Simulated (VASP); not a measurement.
# Ag in VASP: single point with PBE

Aim: the single point of Ag with PBE.

Program: VASP 6.6.1. These are calculated values, not measurements. Logs are shortened: lines on timing, memory, paths and dates and some standing lists are left out, and cuts for length are marked.

## 1. The cell of the first run

The cell holds a slab with vacuum, 4 atoms: a = 3.003 Å, b = 3.003 Å, c = 30.674 Å, α = 90.00°, β = 90.00°, γ = 90.00°.

## 2. Single point, PBE

INCAR

```
SYSTEM = Ag
ALGO = Normal ; DIPOL = 0.5 0.5 0.715
EDIFF = 1E-6 ; ENCUT = 400
GGA = PE ; GGA_COMPAT = .False.
IDIPOL = 3 ; ISIF = 2
ISMEAR = 1 ; LASPH = .True.
LCHARG = .True. ; LDIPOL = .True.
LELF = .True. ; LREAL = .False.
LVACPOTAV = .True. ; LVHAR = .True.
LWAVE = .False. ; NBANDS = 30
NELM = 120 ; NELMDL = -8
PREC = Accurate ; SIGMA = 0.1
```

KPOINTS

```
k-points
0
Gamma
  12 12 1
  0 0 0
```

POSCAR

```
Ag
1.0
    3.0028735415      0.0000000000      0.0000000000
    0.0000000000      3.0028735415      0.0000000000
    0.0000000000      0.0000000000     30.6736048198
Ag
4
Direct
    0.0000000000      0.0000000000      0.6183653291
    0.5000000000      0.5000000000      0.6828076427
    0.0000000000      0.0000000000      0.7482726234
    0.5000000000      0.5000000000      0.8122447342
```

Potentials or basis: VASP PAW PBE potentials, release 64 (Ag).

The run is started by

```sh
$ cat potpaw_PBE.64/Ag/POTCAR > POTCAR
$ mpirun -np 1 vasp_std > vasp.out
```

OUTCAR:

```text
SYSTEM = Ag
   EDIFF = 1E-6
   ENCUT = 400
   GGA = PE
   ISIF = 2
   ISMEAR = 1
   LASPH = .True.
   LREAL = .False.
   NELM = 120
   NELMDL = -8
   PREC = Accurate

 ion  position               nearest neighbor table
   1  0.000  0.000  0.618-   2 2.90   2 2.90   2 2.90   2 2.90
   2  0.500  0.500  0.683-   1 2.90   1 2.90   1 2.90   1 2.90   3 2.92   3 2.92   3 2.92   3 2.92

   3  0.000  0.000  0.748-   4 2.89   4 2.89   4 2.89   4 2.89   2 2.92   2 2.92   2 2.92   2 2.92

   4  0.500  0.500  0.812-   3 2.89   3 2.89   3 2.89   3 2.89

  LATTYP: Found a simple tetragonal cell.
 ALAT       =     3.0028735415
 C/A-ratio  =    10.2147507699

  Lattice vectors:

 A1 = (   3.0028735415,   0.0000000000,   0.0000000000)
 A2 = (   0.0000000000,   3.0028735415,   0.0000000000)
 A3 = (   0.0000000000,   0.0000000000,  30.6736048198)

Analysis of symmetry for initial positions (statically):
=====================================================================
 Subroutine PRICEL returns:
 Original cell was already a primitive cell.

 Routine SETGRP: Setting up the symmetry group for a
 simple tetragonal supercell.

 Subroutine GETGRP returns: Found  8 space group operations
 (whereof  8 operations were pure point group operations)
 out of a pool of 16 trial point group operations.

The static configuration has the point symmetry C_4v.

Analysis of symmetry for dynamics (positions and initial velocities):
=====================================================================
 Subroutine PRICEL returns:
 Original cell was already a primitive cell.

 Routine SETGRP: Setting up the symmetry group for a
 simple tetragonal supercell.

 Subroutine GETGRP returns: Found  8 space group operations
 (whereof  8 operations were pure point group operations)
 out of a pool of 16 trial point group operations.

The dynamic configuration has the point symmetry C_4v.

 Subroutine INISYM returns: Found  8 space group operations
 (whereof  8 operations are pure point group operations),
 and found     1 'primitive' translations

----------------------------------------------------------------------------------------

                                     Primitive cell

  volume of cell :     276.5915

[... 88 lines left out ...]
   LSORBIT =      F    spin-orbit coupling
   LASPH  =      T    aspherical Exc in radial PAW
   ENCUT  =  400.0 eV  29.40 Ry    5.42 a.u.   4.90  4.90 50.02*2*pi/ulx,y,z
   NELM   =    120;   NELMIN=  2; NELMDL= -8     # of ELM steps
   EDIFF  = 0.1E-05   stopping-criterion for ELM
   LREAL  =      F    real-space projection
   EDIFFG = 0.1E-04   stopping-criterion for IOM
   NSW    =      0    number of steps for IOM
   IBRION =     -1    ionic relax: 0-MD 1-quasi-New 2-CG
   NFREE  =      0    steps in history (QN), initial steepest desc. (CG)
   ISIF   =      2    stress and relaxation
   ISYM   =      2    0-nonsym 1-usesym 2-fastsym
   POTIM  = 0.5000    time-step for ionic-motion
   TEBEG  =    0.0;   TEEND  =   0.0 temperature during run
   PSTRESS=    0.0 pullay stress
   NELECT =      44.0000    total number of electrons
   NUPDOWN=      -1.0000    fix difference up-down
   EMIN   =  10.00;   EMAX   =-10.00  energy-range for DOS
   EFERMI =   0.00;   METHOD = LEGACY
   ISMEAR =     1;   SIGMA  =   0.10  broadening in eV -4-tet -1-fermi 0-gaus
   EFERMI_NEDOS =   21; number of points for ismear=-14 and -15
   IALGO  =     38    algorithm
   IMIX   =      4    mixing-type and parameters
     AMIX     =   0.40;   BMIX     =  1.00
     AMIX_MAG =   1.60;   BMIX_MAG =  1.00
  volume/ion in A,a.u.               =      69.15       466.63
  Fermi-wavevector in a.u.,A,eV,Ry     =   0.887046  1.676274 10.705750  0.786850
  Thomas-Fermi vector in A             =   2.008292
   LORBIT       =      0    0 simple, 1 ext, 2 COOP (PROOUT), +10 PAW based schemes
   GGA     = PE    functional components
   LHFCALC =     F    Hartree Fock is set to
   AEXX    =    0.0000 exact exchange contribution
   IVDW    =     0    specifies the selected vdW correction
   LEPSILON=     F    determine dielectric tensor
   LRPA    =     F    only Hartree local field effects (RPA)
 non-spin polarized calculation
 Methfessel and Paxton  Order N= 1 SIGMA  =   0.10
  energy-cutoff  :      400.00
  volume of cell :      276.59
 maximum number of plane-waves:      5068
 NGX is ok and might be reduce to    20
   NGX =  9   NGY =  9   NGZ =101

 dipolmoment           0.000000      0.000000      0.000001 electrons x Angstroem

 number of electron      44.0000000 magnetization

 dipolmoment           0.000000      0.000000     -0.000102 electrons x Angstroem

 Free energy of the ion-electron system (eV)
  ---------------------------------------------------
  ext. energy  EPLUGINS =         0.00000000
  ---------------------------------------------------
  free energy    TOTEN  =        -9.93772746 eV

  energy without entropy =       -9.93683829  energy(sigma->0) =       -9.93743107

 E-fermi :  -1.0242     XC(G=0):  -3.6677

 val. band max:       -1.0356427781   @ k =   0.3333   0.0833   0.0000
 cond. band min:      -0.9674102363   @ k =   0.3333   0.3333   0.0000
 fundamental gap:      0.0682325418
 Fermi energy:        -1.0242027077

 k-point     1 :       0.0000    0.0000    0.0000
  band No.  band energies     occupation
      1      -7.8845      2.00000
      2      -6.9335      2.00000
      3      -6.8209      2.00000
      4      -6.5860      2.00000
      5      -6.3734      2.00000
      6      -6.3573      2.00000
[... 781 lines left out ...]
     29       6.4310      0.00000
     30       6.8274      0.00000

 [... further k-points ...]
[... 5 lines left out ...]
  --------------------------------------------------------------------------------------
  -------------------------------------------------------------------------------------
  Total       -1.7408054     -1.7408054     -0.5287481      0.0000000      0.0000000      0.0000000
  in kB      -10.0837462    -10.0837462     -3.0628130      0.0000000      0.0000000      0.0000000
  external PRESSURE =      -7.7434351 kB  Pullay stress =       0.0000000 kB

 VOLUME and BASIS-vectors are now :
 -----------------------------------------------------------------------------
  energy-cutoff  :      400.00
  volume of cell :      276.59
      direct lattice vectors                 reciprocal lattice vectors
     3.002873542  0.000000000  0.000000000     0.333014356  0.000000000  0.000000000
     0.000000000  3.002873542  0.000000000     0.000000000  0.333014356  0.000000000
     0.000000000  0.000000000 30.673604820     0.000000000  0.000000000  0.032601320

 POSITION                                       TOTAL-FORCE (eV/Angst)
 -----------------------------------------------------------------------------------
      0.00000      0.00000     18.96749        -0.000000      0.000000      0.075739
      1.50144      1.50144     20.94417         0.000000      0.000000     -0.020145
      0.00000      0.00000     22.95222        -0.000000      0.000000     -0.017195
      1.50144      1.50144     24.91447        -0.000000      0.000000     -0.038399
 -----------------------------------------------------------------------------------
    total drift:                               -0.000000      0.000000      0.001595

  FREE ENERGIE OF THE ION-ELECTRON SYSTEM (eV)
  ---------------------------------------------------
  free  energy   TOTEN  =        -9.9377274569 eV

  energy  without entropy=       -9.9368382934  energy(sigma->0) =       -9.93743107

 vacuum level on the upper side and lower side of the slab         3.100         3.102
```

Wall time 2.2 min (1 thread of AMD EPYC 9R45 (Zen 5), shared host); peak memory 0.29 GiB.

Results:

```
Free energy            : -9.9377 eV
Largest force          : 0.076 eV/Å
Band gap on the k mesh : zero (bands 22 and 23 overlap by 4.56 eV)
```

Forces in eV/Å, atoms in the order of the input:
```
Ag   0.000  0.000  0.076
Ag   0.000  0.000 -0.020
Ag   0.000  0.000 -0.017
Ag   0.000  0.000 -0.038
```

Levels at points of the mesh, in eV from the Fermi level:
```tsv
k point	band 20	band 21	band 22	band 23	band 24	band 25
(0.00, 0.00, 0.00)	-2.97	-2.88	-2.88	-2.29	0.13	1.78
(0.50, 0.00, 0.00)	-2.96	-0.62	-0.62	0.13	0.14	2.63
(0.50, 0.50, 0.00)	-2.70	2.15	2.15	4.12	4.12	5.99
```

The gap in the log of VASP goes by the Fermi energy; the results here count the filled bands.